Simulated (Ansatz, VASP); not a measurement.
# One calculation of InSb, two programs

POSCAR

```
InSb
1.0
    0.0000000000      3.1811276270      3.3754891042
    3.1811276270      0.0000000000      3.3754891042
    3.1811276270      3.1811276270      0.0000000000
In Sb
1 1
Direct
    0.0000000000      0.0000000000      0.0000000000
    0.2500000000      0.2500000000      0.2500000000
```

Contents of INCAR.step1:

```
SYSTEM = InSb
ALGO = Normal
EDIFF = 1E-4
ENCUT = 520
GGA = PE
GGA_COMPAT = .FALSE.
ISMEAR = -1
LASPH = .TRUE.
LCHARG = .FALSE.
LNONCOLLINEAR = .TRUE.
LREAL = .FALSE.
LSORBIT = .TRUE.
LWAVE = .TRUE.
MAGMOM = 0 0 0 0 0 0
NBANDS = 30
NELM = 150
PREC = Accurate
SIGMA = 0.02
```

File INCAR.step2:

```
SYSTEM = InSb
ALGO = Normal
EDIFF = 1E-6
ENCUT = 520
GGA_COMPAT = .FALSE.
ISIF = 2
ISMEAR = -1
ISTART = 1
LASPH = .TRUE.
LCHARG = .TRUE.
LMIXTAU = .TRUE.
LNONCOLLINEAR = .TRUE.
LORBIT = 11
LORBMOM = .TRUE.
LREAL = .FALSE.
LSORBIT = .TRUE.
LVHAR = .TRUE.
LWAVE = .FALSE.
MAGMOM = 0 0 0 0 0 0
METAGGA = R2SCAN
NBANDS = 30
NELM = 150
PREC = Accurate
SIGMA = 0.02
```

KPOINTS

```
k-points
0
G
  6 6 6
  0 0 0
```

Input for Ansatz:

```yaml
crystal:
  lattice:
    - [0.0, 3.181127627, 3.3754891042]
    - [3.181127627, 0.0, 3.3754891042]
    - [3.181127627, 3.181127627, 0.0]
  atoms:
    - { symbol: In, position: [0.0, 0.0, 0.0] }
    - { symbol: Sb, position: [0.25, 0.25, 0.25] }
kpoints:
  mp_grid: { grid: [6, 6, 6] }
  band_path:
    path:
      - [0.0, 0.0, 0.0]
      - [-0.5, -0.5, 0.0]
      - [-0.375, -0.375, 0.25]
      - [-0.375, 0.0, 0.375]
      - [0.0, 0.0, 0.5]
      - [-0.5, -0.25, 0.25]
      - [-0.021159, -0.021159, 0.0]
    npoints: 1
hamiltonian:
  xc: r2scan
scf:
  occupations: { method: fermi_dirac, width: 0.02 }
  n_extra_bands: 8
magnetization:
  noncollinear: true
  spin_orbit: true
output:
  forces: true
  stress: true
  eigenvalues: true
```

Change from the starting cell: epitaxial_xy strain -3.0%.

Alike in both runs: task single point; functional r2SCAN; k mesh 6 × 6 × 6; occupations fermi-dirac, width 0.02 eV; non-collinear spin, spin-orbit coupling.

|  | VASP | Ansatz |
| --- | --- | --- |
| version | VASP 6.6.1 | Ansatz 0.2.0 |
| potentials or method | VASP PAW PBE potentials, release 64 (In_d, Sb) | plane waves, PAW |
| plane-wave cutoff (eV) | 520 | 500 |
| valence electrons in the cell | 18 | 28 |

```csv
,VASP,Ansatz,Ansatz less VASP
pressure (GPa),1.5,1.5,-0.04
"traceless stress, the component that is largest in VASP (GPa)",-1.29,-1.29,-0.001
```

VASP's potentials were made for PBE, not for r2SCAN. VASP's potentials hold 18 valence electrons a cell and Ansatz's 28, so a difference there can come from the potentials and not from the codes.
